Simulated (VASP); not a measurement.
# TaNbN2 (P6/mmm) in VASP: a series of runs, part 2 of 2

VASP 6.6.1. Earlier steps stand in the parts before.

### 3 Single point, PBE

This run uses another cell than the first one, of 16.46 Å³/atom, 1.169 times its volume.

File INCAR:

```
SYSTEM = TaNbN2
PREC     = Accurate       ! precision mode
ENCUT    = 520            ! plane-wave cutoff, eV
EDIFF    = 1E-6           ! SCF threshold, eV
ISMEAR   = 0              ! smearing method
SIGMA    = 0.1            ! smearing width, eV
LREAL    = .FALSE.        ! projectors in reciprocal space
LASPH    = .TRUE.         ! aspherical terms in the spheres
NELM     = 80             ! most SCF steps
ALGO     = Normal         ! electronic algorithm
ISIF     = 2              ! what is computed and relaxed
LWAVE    = .FALSE.        ! write WAVECAR
LCHARG   = .TRUE.         ! write CHGCAR
GGA      = PE             ! functional
LELF     = .TRUE.         ! ELF
LVHAR    = .TRUE.       
NBANDS   = 25             ! bands
```

File KPOINTS:

```
Automatic mesh
0
G
  6 6 4
  0 0 0
```

File POSCAR:

```
TaNbN2
1.0
    3.6512995630      0.0000000000      0.0000000000
   -1.8256497815      3.1621181784      0.0000000000
    0.0000000000      0.0000000000      5.7013974228
Ta Nb N
1 1 2
Direct
    0.0000000000      0.0000000000      0.5000000000
    0.0000000000      0.0000000000      0.0000000000
    0.3333333333      0.6666666667      0.0000000000
    0.6666666667      0.3333333333      0.0000000000
```

Potentials or basis: VASP PAW PBE potentials, release 64 (Ta_pv, Nb_sv, N).

Run with:

```bash
cat potpaw_PBE.64/Ta_pv/POTCAR potpaw_PBE.64/Nb_sv/POTCAR potpaw_PBE.64/N/POTCAR > POTCAR
mpirun -np 1 vasp_std > vasp.out
```

OUTCAR:

```text
SYSTEM = TaNbN2
   PREC = Accurate
   ENCUT = 520
   EDIFF = 1E-6
   ISMEAR = 0
   LREAL = .FALSE.
   LASPH = .TRUE.
   NELM = 80
   ISIF = 2
   GGA = PE

 ion  position               nearest neighbor table
   1  0.000  0.000  0.500-   2 2.85   2 2.85
   2  0.000  0.000  0.000-   3 2.11   4 2.11   4 2.11   3 2.11   4 2.11   3 2.11   1 2.85   1 2.85

   3  0.333  0.667  0.000-   2 2.11   2 2.11   2 2.11
   4  0.667  0.333  0.000-   2 2.11   2 2.11   2 2.11

  LATTYP: Found a hexagonal cell.
 ALAT       =     3.6512995630
 C/A-ratio  =     1.5614707379

  Lattice vectors:

 A1 = (   3.6512995630,   0.0000000000,   0.0000000000)
 A2 = (  -1.8256497815,   3.1621181784,   0.0000000000)
 A3 = (   0.0000000000,   0.0000000000,   5.7013974228)

Analysis of symmetry for initial positions (statically):
=====================================================================
 Subroutine PRICEL returns:
 Original cell was already a primitive cell.

 Routine SETGRP: Setting up the symmetry group for a
 hexagonal supercell.

 Subroutine GETGRP returns: Found 24 space group operations
 (whereof 24 operations were pure point group operations)
 out of a pool of 24 trial point group operations.

The static configuration has the point symmetry D_6h.

Analysis of symmetry for dynamics (positions and initial velocities):
=====================================================================
 Subroutine PRICEL returns:
 Original cell was already a primitive cell.

 Routine SETGRP: Setting up the symmetry group for a
 hexagonal supercell.

 Subroutine GETGRP returns: Found 24 space group operations
 (whereof 24 operations were pure point group operations)
 out of a pool of 24 trial point group operations.

The dynamic configuration has the point symmetry D_6h.
[... 113 lines left out ...]
   EFERMI =   0.00;   METHOD = LEGACY
   ISMEAR =     0;   SIGMA  =   0.10  broadening in eV -4-tet -1-fermi 0-gaus
   EFERMI_NEDOS =   21; number of points for ismear=-14 and -15
   IALGO  =     38    algorithm
   IMIX   =      4    mixing-type and parameters
     AMIX     =   0.40;   BMIX     =  1.00
     AMIX_MAG =   1.60;   BMIX_MAG =  1.00
  volume/ion in A,a.u.               =      16.46       111.06
  Fermi-wavevector in a.u.,A,eV,Ry     =   1.313506  2.482167 23.474117  1.725299
  Thomas-Fermi vector in A             =   2.443824
   LORBIT       =      0    0 simple, 1 ext, 2 COOP (PROOUT), +10 PAW based schemes
   GGA     = PE    functional components
   LHFCALC =     F    Hartree Fock is set to
   AEXX    =    0.0000 exact exchange contribution
   IVDW    =     0    specifies the selected vdW correction
   LEPSILON=     F    determine dielectric tensor
   LRPA    =     F    only Hartree local field effects (RPA)
 non-spin polarized calculation
 Gauss-broadening in eV      SIGMA  =   0.10
  energy-cutoff  :      520.00
  volume of cell :       65.83
 maximum number of plane-waves:      1794
 NGX is ok and might be reduce to    28
   NGX = 13   NGY = 13   NGZ = 21

 number of electron      33.9999999 magnetization

 Free energy of the ion-electron system (eV)
  ---------------------------------------------------
  ext. energy  EPLUGINS =         0.00000000
  ---------------------------------------------------
  free energy    TOTEN  =       -31.65326548 eV

  energy without entropy =      -31.61573156  energy(sigma->0) =      -31.63449852

 E-fermi :   5.3001     XC(G=0): -10.9170

 val. band max:        5.2988537999   @ k =   0.3333   0.0000   0.0000
 cond. band min:       5.3104862544   @ k =   0.5000   0.0000   0.5000
 fundamental gap:      0.0116324545
 Fermi energy:         5.3000865489

 k-point     1 :       0.0000    0.0000    0.0000
  band No.  band energies     occupation
      1     -49.5732      2.00000
      2     -30.0060      2.00000
      3     -29.9971      2.00000
      4     -29.9971      2.00000
      5     -25.7044      2.00000
      6     -25.6433      2.00000
[... 577 lines left out ...]
     24       8.4758      0.00000
     25      10.5846      0.00000

------------------------ aborting loop because EDIFF is reached ----------------------------------------

  FORCE on cell =-STRESS in cart. coord.  units (eV):
  Direction    XX          YY          ZZ          XY          YZ          ZX
  --------------------------------------------------------------------------------------
  -------------------------------------------------------------------------------------
  Total       -0.0951490     -0.0951490     -0.0449579      0.0000000      0.0000000     -0.0000000
  in kB       -2.3158368     -2.3158368     -1.0942327      0.0000000      0.0000000     -0.0000000
  external PRESSURE =      -1.9086354 kB  Pullay stress =       0.0000000 kB

 VOLUME and BASIS-vectors are now :
 -----------------------------------------------------------------------------
  energy-cutoff  :      520.00
  volume of cell :       65.83
      direct lattice vectors                 reciprocal lattice vectors
     3.651299563  0.000000000  0.000000000     0.273875091  0.158121857  0.000000000
    -1.825649781  3.162118178  0.000000000     0.000000000  0.316243715  0.000000000
     0.000000000  0.000000000  5.701397423     0.000000000  0.000000000  0.175395596

 POSITION                                       TOTAL-FORCE (eV/Angst)
 -----------------------------------------------------------------------------------
      0.00000      0.00000      2.85070         0.000000      0.000000      0.000000
      0.00000      0.00000      0.00000         0.000000      0.000000      0.000000
     -0.00000      2.10808      0.00000        -0.000000     -0.000000     -0.000000
      1.82565      1.05404      0.00000         0.000000      0.000000      0.000000
 -----------------------------------------------------------------------------------
    total drift:                                0.000000     -0.000000      0.000000

  FREE ENERGIE OF THE ION-ELECTRON SYSTEM (eV)
  ---------------------------------------------------
  free  energy   TOTEN  =       -31.6532654768 eV

  energy  without entropy=      -31.6157315572  energy(sigma->0) =      -31.63449852
```

OSZICAR:

```text
N       E                     dE             d eps       ncg     rms          rms(c)
DAV:   1     0.324809629802E+03    0.32481E+03   -0.18216E+04  1050   0.135E+03
DAV:   2    -0.172990977294E+02   -0.34211E+03   -0.32250E+03  1286   0.449E+02
DAV:   3    -0.418002950250E+02   -0.24501E+02   -0.23373E+02  1676   0.102E+02
DAV:   4    -0.430091357209E+02   -0.12088E+01   -0.12036E+01  1484   0.207E+01
DAV:   5    -0.430538285445E+02   -0.44693E-01   -0.44614E-01  1619   0.361E+00    0.206E+01
DAV:   6    -0.471417756251E+02   -0.40879E+01   -0.82179E+01  1448   0.446E+01    0.260E+01
DAV:   7    -0.334773374064E+02    0.13664E+02   -0.63026E+01  1325   0.274E+01    0.848E+00
DAV:   8    -0.319619193423E+02    0.15154E+01   -0.60197E+00  1478   0.126E+01    0.464E+00
DAV:   9    -0.317014231829E+02    0.26050E+00   -0.61585E-01  1192   0.356E+00    0.251E+00
DAV:  10    -0.316593145495E+02    0.42109E-01   -0.34019E-01  1237   0.353E+00    0.740E-01
DAV:  11    -0.316587427242E+02    0.57183E-03   -0.54987E-02  1355   0.123E+00    0.676E-01
DAV:  12    -0.316569388491E+02    0.18039E-02   -0.39513E-02  1337   0.736E-01    0.496E-01
DAV:  13    -0.316540831593E+02    0.28557E-02   -0.15991E-02  1475   0.464E-01    0.240E-01
DAV:  14    -0.316532825558E+02    0.80060E-03   -0.14770E-03  1372   0.207E-01    0.439E-02
DAV:  15    -0.316532745277E+02    0.80281E-05   -0.18261E-04  1511   0.666E-02    0.245E-02
DAV:  16    -0.316532659396E+02    0.85881E-05   -0.25255E-05  1528   0.244E-02    0.567E-03
DAV:  17    -0.316532654768E+02    0.46277E-06   -0.22394E-06   969   0.790E-03
   1 F= -.31653265E+02 E0= -.31634499E+02  d E =-.375339E-01
```

stdout:

```text
POSCAR found type information on POSCAR TaNbN
 POSCAR found :  3 types and       4 ions
 scaLAPACK will be used
 LDA part: xc-table for (Slater+PW92), standard interpolation
 POSCAR, INCAR and KPOINTS ok, starting setup
 FFT: planning ... GRIDC
 FFT: planning ... GRID_SOFT
 FFT: planning ... GRID
 WAVECAR not read
 entering main loop
```

Wall time 37 s (1 thread of Intel Xeon Platinum 8488C (Sapphire Rapids), shared host); peak memory 0.19 GiB.

What came out:

- Free energy: -31.6533 eV
- Pressure: -0.2 GPa
- Band gap on the k mesh: zero (band 17 reaches 5.65 eV, above the bottom of band 18 at 4.78 eV)

Stress tensor (GPa, compression positive):
```
-0.23  0.00  0.00
 0.00 -0.23  0.00
 0.00  0.00 -0.11
```

Caveat: spin-orbit coupling is left out, which moves the levels of the heavy elements.
